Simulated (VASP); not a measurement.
# Ni (Im-3m) in VASP: further runs

The runs below take Ni through single point, with LDA.

Everything below comes from runs of VASP 6.6.1. Logs are shortened: lines on timing, memory, paths and dates and some standing lists are left out, and cuts for length are marked.

### 1 The cell of the first run

Symmetry: Im-3m, No. 229, cubic system. The conventional cell has a = 2.767 Å, b = 2.767 Å, c = 2.767 Å, α = 90.00°, β = 90.00°, γ = 90.00°. Within 3.2 Å of Ni (site symmetry m-3m) lie 14 Ni at 2.40 to 2.77 Å.

This isn't the form of Ni at room conditions, which is fcc.

### 2 Single point, LDA, collinear spin, ferromagnetic start

The input, INCAR:

```
SYSTEM = Ni
PREC = Accurate
ENCUT = 600
EDIFF = 1E-6
ISMEAR = -1
SIGMA = 0.1
LREAL = .FALSE.
LASPH = .TRUE.
NELM = 200
ALGO = Normal
ISIF = 2
LWAVE = .FALSE.
LCHARG = .TRUE.
ISPIN = 2
MAGMOM = 1.5
LORBIT = 11
LMAXMIX = 4
GGA = CA
LELF = .TRUE.
LVHAR = .TRUE.
NBANDS = 15
GGA_COMPAT = .FALSE.
```

The input, KPOINTS:

```
regular mesh
0
G
  14 14 14
  0 0 0
```

The input, POSCAR:

```
Ni
1.0
   -1.3837155000      1.3837155000      1.3837155000
    1.3837155000     -1.3837155000      1.3837155000
    1.3837155000      1.3837155000     -1.3837155000
Ni
1
Direct
    0.0000000000      0.0000000000      0.0000000000
```

Potentials or basis: VASP PAW LDA potentials, release 64 (Ni).

Command:

```sh
$ cat potpaw_LDA.64/Ni/POTCAR > POTCAR
$ mpirun -np 1 vasp_std > vasp.out
```

OUTCAR:

```text
SYSTEM = Ni
   PREC = Accurate
   ENCUT = 600
   EDIFF = 1E-6
   ISMEAR = -1
   LREAL = .FALSE.
   LASPH = .TRUE.
   NELM = 200
   ISIF = 2
   ISPIN = 2
   LORBIT = 11
   GGA = CA

 ion  position               nearest neighbor table
   1  0.000  0.000  0.000-

  LATTYP: Found a body centered cubic cell.
 ALAT       =     2.7674310000

  Lattice vectors:

 A1 = (  -1.3837155000,   1.3837155000,   1.3837155000)
 A2 = (   1.3837155000,  -1.3837155000,   1.3837155000)
 A3 = (   1.3837155000,   1.3837155000,  -1.3837155000)

Analysis of symmetry for initial positions (statically):
=====================================================================
 Subroutine PRICEL returns:
 Original cell was already a primitive cell.

 Routine SETGRP: Setting up the symmetry group for a
 body centered cubic supercell.

 Subroutine GETGRP returns: Found 48 space group operations
 (whereof 48 operations were pure point group operations)
 out of a pool of 48 trial point group operations.

The static configuration has the point symmetry O_h .

Analysis of symmetry for dynamics (positions and initial velocities):
=====================================================================
 Subroutine PRICEL returns:
 Original cell was already a primitive cell.

 Routine SETGRP: Setting up the symmetry group for a
 body centered cubic supercell.

 Subroutine GETGRP returns: Found 48 space group operations
 (whereof 48 operations were pure point group operations)
 out of a pool of 48 trial point group operations.

The dynamic configuration has the point symmetry O_h .

Analysis of structural, dynamic, and magnetic symmetry:
=====================================================================
 Subroutine PRICEL returns:
 Original cell was already a primitive cell.

 Routine SETGRP: Setting up the symmetry group for a
 body centered cubic supercell.

 Subroutine GETGRP returns: Found 48 space group operations
 (whereof 48 operations were pure point group operations)
 out of a pool of 48 trial point group operations.

The overall configuration has the point symmetry O_h .

 Subroutine INISYM returns: Found 48 space group operations
 (whereof 48 operations are pure point group operations),
 and found     1 'primitive' translations

----------------------------------------------------------------------------------------

                                     Primitive cell

  volume of cell :      10.5974

  direct lattice vectors                    reciprocal lattice vectors
    -1.383715500  1.383715500  1.383715500     0.000000000  0.361345956  0.361345956
     1.383715500 -1.383715500  1.383715500     0.361345956  0.000000000  0.361345956
     1.383715500  1.383715500 -1.383715500     0.361345956  0.361345956  0.000000000

  length of vectors
     2.396665549  2.396665549  2.396665549     0.511020352  0.511020352  0.511020352

  position of ions in fractional coordinates (direct lattice)
     0.000000000  0.000000000  0.000000000

  ion indices of the primitive-cell ions
   primitive index   ion index
                 1           1

----------------------------------------------------------------------------------------

 KPOINTS: regular mesh

Automatic generation of k-mesh.
 Grid dimensions read from file:
 generate k-points for:   14   14   14

 Generating k-lattice:

  Cartesian coordinates                     Fractional coordinates (reciprocal lattice)
     0.000000000  0.025810425  0.025810425     0.071428571  0.000000000  0.000000000
     0.025810425  0.000000000  0.025810425     0.000000000  0.071428571  0.000000000
     0.025810425  0.025810425  0.000000000     0.000000000  0.000000000  0.071428571

  Length of vectors
     0.036501454  0.036501454  0.036501454

  Shift w.r.t. Gamma in fractional coordinates (k-lattice)
     0.000000000  0.000000000  0.000000000

 Subroutine IBZKPT returns following result:
 ===========================================

 Found    104 irreducible k-points:

 Following reciprocal coordinates:
            Coordinates               Weight
  0.000000  0.000000  0.000000      1.000000
  0.071429  0.000000  0.000000     12.000000
  0.142857  0.000000  0.000000     12.000000
  0.214286  0.000000  0.000000     12.000000
  0.285714  0.000000  0.000000     12.000000
  0.357143  0.000000  0.000000     12.000000
[... 16 lines left out ...]
  0.285714  0.285714  0.000000     24.000000
  0.357143  0.285714  0.000000     24.000000
 [... further k-points ...]
   k-points           NKPTS =    104   k-points in BZ     NKDIM =    104   number of bands    NBANDS=     15
   number of dos      NEDOS =    301   number of ions     NIONS =      1
   total plane-waves  NPLWV =   8000
   dimension x,y,z NGX =    20 NGY =   20 NGZ =   20
   dimension x,y,z NGXF=    40 NGYF=   40 NGZF=   40
   ions per type =               1
   NGX,Y,Z   is equivalent  to a cutoff of  13.87, 13.87, 13.87 a.u.
   NGXF,Y,Z  is equivalent  to a cutoff of  27.75, 27.75, 27.75 a.u.
 SYSTEM =  Ni
   PREC   = accura    normal or accurate (medium, high low for compatibility)
   ISTART =      0    job   : 0-new  1-cont  2-samecut
   ICHARG =      2    charge: 1-file 2-atom 10-const
   ISPIN  =      2    spin polarized calculation?
   LNONCOLLINEAR =      F non collinear calculations
   LSORBIT =      F    spin-orbit coupling
   LASPH  =      T    aspherical Exc in radial PAW
   ENCUT  =  600.0 eV  44.10 Ry    6.64 a.u.   4.79  4.79  4.79*2*pi/ulx,y,z
   NELM   =    200;   NELMIN=  2; NELMDL= -5     # of ELM steps
   EDIFF  = 0.1E-05   stopping-criterion for ELM
   LREAL  =      F    real-space projection
   EDIFFG = 0.1E-04   stopping-criterion for IOM
   NSW    =      0    number of steps for IOM
   IBRION =     -1    ionic relax: 0-MD 1-quasi-New 2-CG
   NFREE  =      0    steps in history (QN), initial steepest desc. (CG)
   ISIF   =      2    stress and relaxation
   ISYM   =      2    0-nonsym 1-usesym 2-fastsym
   POTIM  = 0.5000    time-step for ionic-motion
   TEBEG  =    0.0;   TEEND  =   0.0 temperature during run
   PSTRESS=    0.0 pullay stress
   NELECT =      10.0000    total number of electrons
   NUPDOWN=      -1.0000    fix difference up-down
   EMIN   =  10.00;   EMAX   =-10.00  energy-range for DOS
   EFERMI =   0.00;   METHOD = LEGACY
   ISMEAR =    -1;   SIGMA  =   0.10  broadening in eV -4-tet -1-fermi 0-gaus
   EFERMI_NEDOS =   21; number of points for ismear=-14 and -15
   IALGO  =     38    algorithm
   IMIX   =      4    mixing-type and parameters
     AMIX     =   0.40;   BMIX     =  1.00
     AMIX_MAG =   1.60;   BMIX_MAG =  1.00
  volume/ion in A,a.u.               =      10.60        71.51
  Fermi-wavevector in a.u.,A,eV,Ry     =   1.605738  3.034405 35.081189  2.578395
  Thomas-Fermi vector in A             =   2.702037
   LORBIT       =     11    0 simple, 1 ext, 2 COOP (PROOUT), +10 PAW based schemes
   GGA     = CA    functional components
   LHFCALC =     F    Hartree Fock is set to
   AEXX    =    0.0000 exact exchange contribution
   IVDW    =     0    specifies the selected vdW correction
   LEPSILON=     F    determine dielectric tensor
   LRPA    =     F    only Hartree local field effects (RPA)
 spin polarized calculation
  energy-cutoff  :      600.00
  volume of cell :       10.60
 maximum number of plane-waves:       370
   NGX =  9   NGY =  9   NGZ =  9

 number of electron      10.0000001 magnetization       0.3702329

 Free energy of the ion-electron system (eV)
  ---------------------------------------------------
  ext. energy  EPLUGINS =         0.00000000
  ---------------------------------------------------
  free energy    TOTEN  =        -6.49250391 eV

  energy without entropy =       -6.42839318  energy(sigma->0) =       -6.46044854

 E-fermi :   9.2817     XC(G=0): -13.7662

 val. band max:        9.2765511646   @ k =   0.2857   0.0714   0.0000
 cond. band min:       9.2862531396   @ k =  -0.4286   0.4286   0.0714
 fundamental gap:      0.0097019750
 Fermi energy:         9.2816858505

 spin component 1

 k-point     1 :       0.0000    0.0000    0.0000
  band No.  band energies     occupation
      1       0.2475      1.00000
      2       7.0681      1.00000
      3       7.0681      1.00000
      4       7.0681      1.00000
      5       8.5017      0.99959
      6       8.5017      0.99959
      7      36.0716      0.00000
      8      36.0716      0.00000
      9      36.0716      0.00000
     10      41.1601      0.00000
     11      41.1601      0.00000
     12      42.1663      0.00000
     13      42.1663      0.00000
     14      42.1663      0.00000
     15      42.9433      0.00000

 k-point     2 :       0.0714    0.0000    0.0000
  band No.  band energies     occupation
      1       0.4627      1.00000
      2       7.0174      1.00000
      3       7.0640      1.00000
      4       7.1687      1.00000
      5       8.4509      0.99975
      6       8.5057      0.99957
      7      34.4105      0.00000
      8      35.6640      0.00000
      9      35.8030      0.00000
     10      39.6858      0.00000
     11      39.8117      0.00000
     12      39.8776      0.00000
     13      42.1676      0.00000
     14      43.6323      0.00000
     15      44.5053      0.00000
[... 365 lines left out ...]
      3       6.6466      1.00000
      4       8.4449      0.99977
      5       8.7270      0.99612
      6      13.0812      0.00000
      7      18.2677      0.00000
      8      19.3717      0.00000
      9      28.8580      0.00000
     10      37.9160      0.00000
     11      40.2748      0.00000
     12      47.1429      0.00000
     13      50.0721      0.00000
     14      50.6734      0.00000
     15      56.0440      0.00000

 k-point    24 :       0.3571    0.2857    0.0000
  band No.  band energies     occupation
      1       5.7160      1.00000
      2       6.2481      1.00000
      3       6.5764      1.00000
      4       8.5265      0.99948
      5       8.6871      0.99739
      6      14.7168      0.00000
      7      16.4921      0.00000
      8      18.8760      0.00000
      9      28.7075      0.00000
     10      38.4020      0.00000
     11      40.0971      0.00000
     12      46.4538      0.00000
     13      50.3171      0.00000
     14      54.0963      0.00000
     15      55.2900      0.00000

 [... further k-points ...]

 spin component 2

 k-point     1 :       0.0000    0.0000    0.0000
  band No.  band energies     occupation
      1       0.2819      1.00000
      2       7.4426      1.00000
      3       7.4426      1.00000
      4       7.4426      1.00000
      5       8.8419      0.98784
      6       8.8419      0.98784
      7      36.0698      0.00000
      8      36.0698      0.00000
      9      36.0698      0.00000
     10      41.1845      0.00000
     11      41.1845      0.00000
     12      42.2834      0.00000
     13      42.2834      0.00000
     14      42.2834      0.00000
     15      43.0691      0.00000

 k-point     2 :       0.0714    0.0000    0.0000
  band No.  band energies     occupation
      1       0.4973      1.00000
      2       7.3901      1.00000
      3       7.4372      1.00000
      4       7.5450      1.00000
      5       8.7897      0.99276
      6       8.8461      0.98733
      7      34.4369      0.00000
      8      35.6691      0.00000
      9      35.8171      0.00000
     10      39.8076      0.00000
     11      39.8646      0.00000
     12      39.9804      0.00000
     13      42.2069      0.00000
     14      43.7442      0.00000
     15      44.5872      0.00000
[... 365 lines left out ...]
      3       6.9155      1.00000
      4       8.8082      0.99129
      5       9.0934      0.86792
      6      13.2984      0.00000
      7      18.4200      0.00000
      8      19.4979      0.00000
      9      28.9399      0.00000
     10      37.9585      0.00000
     11      40.3248      0.00000
     12      47.2555      0.00000
     13      50.1300      0.00000
     14      50.8260      0.00000
     15      56.8164      0.00000

 k-point    24 :       0.3571    0.2857    0.0000
  band No.  band energies     occupation
      1       6.0095      1.00000
      2       6.5298      1.00000
      3       6.8299      1.00000
      4       8.8916      0.98018
      5       9.0566      0.90476
      6      14.8924      0.00000
      7      16.6653      0.00000
      8      19.0083      0.00000
      9      28.7909      0.00000
     10      38.4459      0.00000
     11      40.1345      0.00000
     12      46.5818      0.00000
     13      50.4255      0.00000
     14      54.3560      0.00000
     15      55.3424      0.00000

 [... further k-points ...]
[... 5 lines left out ...]
  --------------------------------------------------------------------------------------
  -------------------------------------------------------------------------------------
  Total       -0.7082549     -0.7082549     -0.7082549     -0.0000000      0.0000000      0.0000000
  in kB     -107.0778838   -107.0778838   -107.0778838     -0.0000000      0.0000000      0.0000000
  external PRESSURE =    -107.0778838 kB  Pullay stress =       0.0000000 kB

 VOLUME and BASIS-vectors are now :
 -----------------------------------------------------------------------------
  energy-cutoff  :      600.00
  volume of cell :       10.60
      direct lattice vectors                 reciprocal lattice vectors
    -1.383715500  1.383715500  1.383715500     0.000000000  0.361345956  0.361345956
     1.383715500 -1.383715500  1.383715500     0.361345956  0.000000000  0.361345956
     1.383715500  1.383715500 -1.383715500     0.361345956  0.361345956  0.000000000

 POSITION                                       TOTAL-FORCE (eV/Angst)
 -----------------------------------------------------------------------------------
      0.00000      0.00000      0.00000        -0.000000     -0.000000      0.000000
 -----------------------------------------------------------------------------------
    total drift:                                0.000000     -0.000000      0.000000

  FREE ENERGIE OF THE ION-ELECTRON SYSTEM (eV)
  ---------------------------------------------------
  free  energy   TOTEN  =        -6.4925039054 eV

  energy  without entropy=       -6.4283931817  energy(sigma->0) =       -6.46044854

 total charge

# of ion       s       p       d       tot
------------------------------------------
    1        0.504   0.511   8.356   9.372

 magnetization (x)

# of ion       s       p       d       tot
------------------------------------------
    1       -0.002  -0.008   0.381   0.371
```

Wall time 26 s (1 thread of AMD EPYC 9R45 (Zen 5), shared host); peak memory 0.11 GiB.

What came out:

```
Free energy                                           : -6.4925 eV
Pressure                                              : -10.7 GPa
Net moment                                            : 0.37 μB per cell
Site moments                                          : Ni +0.37 μB
Valence electrons inside the program's atomic spheres : Ni 9.37
```

Caveat: the cell stands under tension.

### 3 Single point, LDA, collinear spin, ferromagnetic start

The input, INCAR:

```
SYSTEM = Ni
PREC     = Accurate       ! precision mode
ENCUT    = 600            ! plane-wave cutoff, eV
EDIFF    = 1E-6           ! SCF threshold, eV
ISMEAR   = -1             ! smearing method
SIGMA    = 0.1            ! smearing width, eV
LREAL    = .FALSE.        ! projectors in reciprocal space
LASPH    = .TRUE.         ! aspherical terms in the spheres
NELM     = 200            ! most SCF steps
ALGO     = Normal         ! electronic algorithm
ISIF     = 2              ! what is computed and relaxed
LWAVE    = .FALSE.        ! write WAVECAR
LCHARG   = .FALSE.        ! write CHGCAR
ISPIN    = 2              ! spin polarisation
MAGMOM   = 1.5            ! initial moments
LORBIT   = 11             ! projections on sites
LMAXMIX  = 4              ! l up to which the mixer works
NBANDS   = 15             ! bands
GGA_COMPAT= .FALSE.
```

The input, KPOINTS:

```
Automatic mesh
0
G
  14 14 14
  0 0 0
```

POSCAR is that of step 2.

Potentials or basis: VASP PAW LDA potentials, release 64 (Ni).

Command:

```sh
$ cat potpaw_LDA.64/Ni/POTCAR > POTCAR
$ mpirun -np 1 vasp_std > vasp.out
```

It took 24 s on 1 thread of AMD EPYC 9R45 (Zen 5), shared host; peak memory 0.11 GiB.

The run converged. Its results:

* Free energy: -6.4925 eV
* Pressure: -10.7 GPa
* Net moment: 0.37 μB per cell
* Site moments: Ni +0.37 μB
* Valence electrons inside the program's atomic spheres: Ni 9.37

Levels at points of the mesh, in eV from the Fermi level:
Spin up:
```tsv
k point	band 1	band 2	band 3	band 4	band 5	band 6	band 7	band 8	band 9	band 10
(0.00, 0.00, 0.00)	-9.03	-2.21	-2.21	-2.21	-0.78	-0.78	26.79	26.79	26.79	31.88
(0.50, 0.00, 0.00)	-4.67	-3.18	-0.85	-0.62	0.16	0.28	6.78	19.37	20.33	24.27
(0.50, 0.50, 0.50)	-4.25	-4.25	-0.08	-0.08	-0.08	9.92	9.92	9.92	16.08	16.08
```
Spin down:
| k point | band 2 | band 3 | band 4 | band 5 | band 6 | band 7 | band 8 | band 9 |
| --- | --- | --- | --- | --- | --- | --- | --- | --- |
| (0.00, 0.00, 0.00) | -1.84 | -1.84 | -1.84 | -0.44 | -0.44 | 26.79 | 26.79 | 26.79 |
| (0.50, 0.00, 0.00) | -2.84 | -0.49 | -0.27 | 0.31 | 0.59 | 7.00 | 19.39 | 20.41 |
| (0.50, 0.50, 0.50) | -4.01 | 0.35 | 0.35 | 0.35 | 9.98 | 9.98 | 9.98 | 16.21 |

Caveat: the cell stands under tension.
